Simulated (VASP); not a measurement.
# AlNi (Pm-3m) in VASP: notebook

Runs on AlNi. Level: PBE. Tasks: single point.

Everything below comes from runs of VASP 6.6.1. Logs are shortened: lines on timing, memory, paths and dates and some standing lists are left out, and cuts for length are marked.

### 1 The cell of the first run

Symmetry: Pm-3m, No. 221, cubic system. Conventional cell: a = 2.881 Å, b = 2.881 Å, c = 2.881 Å, α = 90.00°, β = 90.00°, γ = 90.00°. Within 3.3 Å of Ni (site symmetry m-3m) lie 8 Al at 2.50 Å and 6 Ni at 2.88 Å. Within 3.3 Å of Al (site symmetry m-3m) lie 8 Ni at 2.50 Å and 6 Al at 2.88 Å.

### 2 Single point, PBE, collinear spin, ferromagnetic start

The input, INCAR:

```
ALGO = Normal
EDIFF = 1E-6
ENCUT = 520
GGA = PE
ISIF = 2
ISMEAR = -1
ISPIN = 2
LASPH = T
LCHARG = F
LMAXMIX = 4
LORBIT = 11
LREAL = F
LWAVE = F
MAGMOM = 1.2 0
NBANDS = 18
NELM = 150
NUPDOWN = 1.2
PREC = Accurate
SIGMA = 0.05
```

The input, KPOINTS:

```
k-points
0
Gamma
  8 8 8
```

The input, POSCAR:

```
AlNi
1.0
    2.8810000000      0.0000000000      0.0000000000
    0.0000000000      2.8810000000      0.0000000000
    0.0000000000      0.0000000000      2.8810000000
Ni Al
1 1
Direct
    0.5000000000      0.5000000000      0.5000000000
    0.0000000000      0.0000000000      0.0000000000
```

Potentials or basis: VASP PAW PBE potentials, release 64 (Ni, Al).

Command:

```sh
$ cat potpaw_PBE.64/Ni/POTCAR potpaw_PBE.64/Al/POTCAR > POTCAR
$ mpirun -np 1 vasp_std > vasp.out
```

OUTCAR:

```text
EDIFF = 1E-6
   ENCUT = 520
   GGA = PE
   ISIF = 2
   ISMEAR = -1
   ISPIN = 2
   LASPH = T
   LORBIT = 11
   LREAL = F
   NELM = 150
   NUPDOWN = 1.2
   PREC = Accurate

 ion  position               nearest neighbor table
   1  0.500  0.500  0.500-   2 2.50   2 2.50   2 2.50   2 2.50   2 2.50   2 2.50   2 2.50   2 2.50

   2  0.000  0.000  0.000-   1 2.50   1 2.50   1 2.50   1 2.50   1 2.50   1 2.50   1 2.50   1 2.50

  LATTYP: Found a simple cubic cell.
 ALAT       =     2.8810000000

  Lattice vectors:

 A1 = (   2.8810000000,   0.0000000000,   0.0000000000)
 A2 = (   0.0000000000,   2.8810000000,   0.0000000000)
 A3 = (   0.0000000000,   0.0000000000,   2.8810000000)

Analysis of symmetry for initial positions (statically):
=====================================================================
 Subroutine PRICEL returns:
 Original cell was already a primitive cell.

 Routine SETGRP: Setting up the symmetry group for a
 simple cubic supercell.

 Subroutine GETGRP returns: Found 48 space group operations
 (whereof 48 operations were pure point group operations)
 out of a pool of 48 trial point group operations.

The static configuration has the point symmetry O_h .

Analysis of symmetry for dynamics (positions and initial velocities):
=====================================================================
 Subroutine PRICEL returns:
 Original cell was already a primitive cell.

 Routine SETGRP: Setting up the symmetry group for a
 simple cubic supercell.

 Subroutine GETGRP returns: Found 48 space group operations
 (whereof 48 operations were pure point group operations)
 out of a pool of 48 trial point group operations.

The dynamic configuration has the point symmetry O_h .

Analysis of structural, dynamic, and magnetic symmetry:
=====================================================================
 Subroutine PRICEL returns:
 Original cell was already a primitive cell.

 Routine SETGRP: Setting up the symmetry group for a
 simple cubic supercell.

 Subroutine GETGRP returns: Found 48 space group operations
 (whereof 48 operations were pure point group operations)
 out of a pool of 48 trial point group operations.

The overall configuration has the point symmetry O_h .

 Subroutine INISYM returns: Found 48 space group operations
 (whereof 48 operations are pure point group operations),
 and found     1 'primitive' translations

----------------------------------------------------------------------------------------

                                     Primitive cell

  volume of cell :      23.9128

  direct lattice vectors                    reciprocal lattice vectors
     2.881000000  0.000000000  0.000000000     0.347101701  0.000000000  0.000000000
     0.000000000  2.881000000  0.000000000     0.000000000  0.347101701  0.000000000
     0.000000000  0.000000000  2.881000000     0.000000000  0.000000000  0.347101701

  length of vectors
     2.881000000  2.881000000  2.881000000     0.347101701  0.347101701  0.347101701

  position of ions in fractional coordinates (direct lattice)
     0.500000000  0.500000000  0.500000000
     0.000000000  0.000000000  0.000000000

  ion indices of the primitive-cell ions
   primitive index   ion index
                 1           1
                 2           2

----------------------------------------------------------------------------------------

 KPOINTS: k-points

Automatic generation of k-mesh.
 Grid dimensions read from file:
 generate k-points for:    8    8    8

 Generating k-lattice:

  Cartesian coordinates                     Fractional coordinates (reciprocal lattice)
     0.043387713  0.000000000  0.000000000     0.125000000  0.000000000  0.000000000
     0.000000000  0.043387713  0.000000000     0.000000000  0.125000000  0.000000000
     0.000000000  0.000000000  0.043387713     0.000000000  0.000000000  0.125000000

  Length of vectors
     0.043387713  0.043387713  0.043387713

  Shift w.r.t. Gamma in fractional coordinates (k-lattice)
     0.000000000  0.000000000  0.000000000

 Subroutine IBZKPT returns following result:
 ===========================================

 Found     35 irreducible k-points:

 Following reciprocal coordinates:
            Coordinates               Weight
  0.000000  0.000000  0.000000      1.000000
  0.125000  0.000000  0.000000      6.000000
  0.250000  0.000000  0.000000      6.000000
  0.375000  0.000000  0.000000      6.000000
  0.500000  0.000000  0.000000      3.000000
  0.125000  0.125000  0.000000     12.000000
[... 16 lines left out ...]
  0.375000  0.375000  0.125000     24.000000
  0.500000  0.375000  0.125000     24.000000
 [... further k-points ...]
   k-points           NKPTS =     35   k-points in BZ     NKDIM =     35   number of bands    NBANDS=     18
   number of dos      NEDOS =    301   number of ions     NIONS =      2
   total plane-waves  NPLWV =  13824
   dimension x,y,z NGX =    24 NGY =   24 NGZ =   24
   dimension x,y,z NGXF=    48 NGYF=   48 NGZF=   48
   ions per type =               1   1
   NGX,Y,Z   is equivalent  to a cutoff of  13.85, 13.85, 13.85 a.u.
   NGXF,Y,Z  is equivalent  to a cutoff of  27.70, 27.70, 27.70 a.u.
 SYSTEM =  unknown system
   PREC   = accura    normal or accurate (medium, high low for compatibility)
   ISTART =      0    job   : 0-new  1-cont  2-samecut
   ICHARG =      2    charge: 1-file 2-atom 10-const
   ISPIN  =      2    spin polarized calculation?
   LNONCOLLINEAR =      F non collinear calculations
   LSORBIT =      F    spin-orbit coupling
   LASPH  =      T    aspherical Exc in radial PAW
   ENCUT  =  520.0 eV  38.22 Ry    6.18 a.u.   5.36  5.36  5.36*2*pi/ulx,y,z
   NELM   =    150;   NELMIN=  2; NELMDL= -5     # of ELM steps
   EDIFF  = 0.1E-05   stopping-criterion for ELM
   LREAL  =      F    real-space projection
   EDIFFG = 0.1E-04   stopping-criterion for IOM
   NSW    =      0    number of steps for IOM
   IBRION =     -1    ionic relax: 0-MD 1-quasi-New 2-CG
   NFREE  =      0    steps in history (QN), initial steepest desc. (CG)
   ISIF   =      2    stress and relaxation
   ISYM   =      2    0-nonsym 1-usesym 2-fastsym
   POTIM  = 0.5000    time-step for ionic-motion
   TEBEG  =    0.0;   TEEND  =   0.0 temperature during run
   PSTRESS=    0.0 pullay stress
   NELECT =      13.0000    total number of electrons
   NUPDOWN=       1.2000    fix difference up-down
   EMIN   =  10.00;   EMAX   =-10.00  energy-range for DOS
   EFERMI =   0.00;   METHOD = LEGACY
   ISMEAR =    -1;   SIGMA  =   0.05  broadening in eV -4-tet -1-fermi 0-gaus
   EFERMI_NEDOS =   21; number of points for ismear=-14 and -15
   IALGO  =     38    algorithm
   IMIX   =      4    mixing-type and parameters
     AMIX     =   0.40;   BMIX     =  1.00
     AMIX_MAG =   1.60;   BMIX_MAG =  1.00
  volume/ion in A,a.u.               =      11.96        80.69
  Fermi-wavevector in a.u.,A,eV,Ry     =   1.336122  2.524904 24.289410  1.785221
  Thomas-Fermi vector in A             =   2.464773
   LORBIT       =     11    0 simple, 1 ext, 2 COOP (PROOUT), +10 PAW based schemes
   GGA     = PE    functional components
   LHFCALC =     F    Hartree Fock is set to
   AEXX    =    0.0000 exact exchange contribution
   IVDW    =     0    specifies the selected vdW correction
   LEPSILON=     F    determine dielectric tensor
   LRPA    =     F    only Hartree local field effects (RPA)
 spin polarized calculation
  energy-cutoff  :      520.00
  volume of cell :       23.91
 maximum number of plane-waves:       660
 NGX is ok and might be reduce to    24
   NGX = 11   NGY = 11   NGZ = 11

 number of electron      13.0000014 magnetization       1.2000003

 Free energy of the ion-electron system (eV)
  ---------------------------------------------------
  ext. energy  EPLUGINS =         0.00000000
  ---------------------------------------------------
  free energy    TOTEN  =        -9.77229840 eV

  energy without entropy =       -9.76711114  energy(sigma->0) =       -9.76970477

 E-fermi :   9.1624     XC(G=0): -12.0630

 val. band max:       11.8494182792   @ k =   0.2500   0.2500   0.2500
 cond. band min:       9.1683356612   @ k =   0.5000   0.5000   0.2500
 fundamental gap:     -2.6810826180
 Fermi energy:        11.9135236991

 spin component 1

 k-point     1 :       0.0000    0.0000    0.0000
  band No.  band energies     occupation
      1      -1.2887      1.00000
      2       5.9506      1.00000
      3       5.9506      1.00000
      4       7.7617      1.00000
      5       7.7617      1.00000
      6       7.7617      1.00000
[... 10 lines left out ...]
     17      33.1943      0.00000
     18      33.1943      0.00000
[... 463 lines left out ...]
 k-point    24 :       0.5000    0.3750    0.1250
  band No.  band energies     occupation
      1       4.2367      1.00000
      2       5.3929      1.00000
      3       6.4439      1.00000
      4       6.6851      1.00000
      5       7.4490      1.00000
      6       7.9280      1.00000
[... 10 lines left out ...]
     17      33.8965      0.00000
     18      36.4188      0.00000

 [... further k-points ...]

 spin component 2

 k-point     1 :       0.0000    0.0000    0.0000
  band No.  band energies     occupation
      1      -0.9034      1.00000
      2       6.9432      1.00000
      3       6.9432      1.00000
      4       8.3369      1.00000
      5       8.3369      1.00000
      6       8.3369      1.00000
[... 10 lines left out ...]
     17      33.5754      0.00000
     18      33.5754      0.00000
[... 463 lines left out ...]
 k-point    24 :       0.5000    0.3750    0.1250
  band No.  band energies     occupation
      1       4.6740      1.00000
      2       5.9187      1.00000
      3       6.9359      1.00000
      4       7.5014      1.00000
      5       8.2008      1.00000
      6       8.4302      1.00000
[... 10 lines left out ...]
     17      34.2475      0.00000
     18      36.8863      0.00000

 [... further k-points ...]

------------------------ aborting loop because EDIFF is reached ----------------------------------------

  FORCE on cell =-STRESS in cart. coord.  units (eV):
  Direction    XX          YY          ZZ          XY          YZ          ZX
  --------------------------------------------------------------------------------------
  -------------------------------------------------------------------------------------
  Total        1.1849214      1.1849214      1.1849214      0.0000000     -0.0000000      0.0000000
  in kB       79.3908323     79.3908323     79.3908323      0.0000000     -0.0000000      0.0000000
  external PRESSURE =      79.3908323 kB  Pullay stress =       0.0000000 kB

 VOLUME and BASIS-vectors are now :
 -----------------------------------------------------------------------------
  energy-cutoff  :      520.00
  volume of cell :       23.91
      direct lattice vectors                 reciprocal lattice vectors
     2.881000000  0.000000000  0.000000000     0.347101701  0.000000000  0.000000000
     0.000000000  2.881000000  0.000000000     0.000000000  0.347101701  0.000000000
     0.000000000  0.000000000  2.881000000     0.000000000  0.000000000  0.347101701

 POSITION                                       TOTAL-FORCE (eV/Angst)
 -----------------------------------------------------------------------------------
      1.44050      1.44050      1.44050         0.000000      0.000000      0.000000
      0.00000      0.00000      0.00000         0.000000      0.000000      0.000000
 -----------------------------------------------------------------------------------
    total drift:                                0.000000      0.000000     -0.000000

  FREE ENERGIE OF THE ION-ELECTRON SYSTEM (eV)
  ---------------------------------------------------
  free  energy   TOTEN  =        -9.7722983956 eV

  energy  without entropy=       -9.7671111364  energy(sigma->0) =       -9.76970477

 total charge

# of ion       s       p       d       tot
------------------------------------------
    1        0.494   0.557   8.364   9.415
    2        0.387   0.417   0.000   0.804
--------------------------------------------------
tot          0.881   0.974   8.364  10.219

 magnetization (x)

# of ion       s       p       d       tot
------------------------------------------
    1        0.057   0.104   0.718   0.879
    2        0.018   0.058   0.000   0.076
--------------------------------------------------
tot          0.075   0.162   0.718   0.955
```

It took 28 s on 1 thread of Intel Xeon 8259CL, shared host; peak memory 0.16 GiB.

What came out:

```
Free energy                                           : -9.7723 eV
Pressure                                              : 7.9 GPa
Net moment                                            : 1.20 μB per cell
Site moments                                          : Ni +0.88; Al +0.08 μB
Valence electrons inside the program's atomic spheres : Ni 9.41; Al 0.80
```

Caveat: the cell stands under pressure; the total moment is fixed, so each spin has its own Fermi level.

(Continued in part 2 of 2.)
